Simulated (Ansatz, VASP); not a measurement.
**Two plane-wave programs on Ta2Si2O**

```
CELL_PARAMETERS angstrom
3.33771 0.00000 0.00000
0.00000 3.33771 0.00000
0.00000 0.00000 6.46761
ATOMIC_POSITIONS crystal
Ta 0.00000 0.00000 0.37697
Ta 0.50000 0.50000 0.01845
Si 0.50000 0.00000 0.70940
Si 0.00000 0.50000 0.70940
O 0.50000 0.50000 0.33157
```

Alike in both runs: functional PBE; k mesh 4 × 4 × 4; occupations gaussian, width 0.1 eV; no spin polarisation.

Ansatz relaxed the structure, and its values are those at the end. VASP's run is a single point on that final structure, the one shown.

```csv
,VASP,Ansatz
version,VASP 6.6.1,Ansatz 0.2.0
potentials or method,"VASP PAW PBE potentials, release 64 (Ta_pv, Si, O), cutoff 520 eV","scalar-relativistic, plane waves, PAW"
valence electrons in the cell,36,40
```

|  | VASP | Ansatz | Ansatz less VASP |
| --- | --- | --- | --- |
| gap on the k mesh at the Fermi level (eV) | none | none | - |
| pressure (GPa) | 0.1 | 0.0 | -0.10 |
| rms of the force components (eV/Å) | 0.020 | 0.003 | -0.0169 |

A gap of «none» marks a metal or a gap that the smearing closes. VASP's potentials hold 36 valence electrons a cell and Ansatz's 40, so a difference there can come from the potentials and not from the codes.

The k mesh is coarse, so the values compare programs but aren't converged. Spin-orbit coupling is off throughout.
